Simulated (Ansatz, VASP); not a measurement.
## NiO in VASP and in Ansatz

```
CELL_PARAMETERS angstrom
0.00000 2.08590 2.06504
2.08590 0.00000 2.06504
2.08590 2.08590 0.00000
ATOMIC_POSITIONS crystal
Ni 0.00000 0.00000 0.00000
O 0.50000 0.50000 0.50000
```

Alike in both runs: functional PBE; k mesh 9 × 9 × 9; occupations fermi-dirac, width 0.05 eV; collinear spin.

|  | VASP | Ansatz |
| --- | --- | --- |
| version | VASP 6.6.1 | Ansatz 0.2.0 |
| potentials or method | VASP PAW PBE potentials, release 64 (Ni, O) | Ansatz PAW |
| plane-wave cutoff (eV) | 520 | 420 |
| valence electrons in the cell | 16 | 24 |
| task | single point | band structure |

```tsv
	VASP	Ansatz	Ansatz less VASP
gap on the k mesh at the Fermi level (eV)	none	none	-
pressure (GPa)	7.9	8.1	+0.13
traceless stress, the component that is largest in VASP (GPa)	1.05	1.01	-0.035
net moment per atom (μB)	0.86	0.87	+0.011
size of the moment on the site where the two differ most (μB)	0.26	0.28	+0.017
```

Site moments also hang on the region over which each program counts them. A gap of «none» marks a metal or a gap that the smearing closes. VASP's potentials hold 16 valence electrons a cell and Ansatz's 24, so a difference there can come from the potentials and not from the codes.
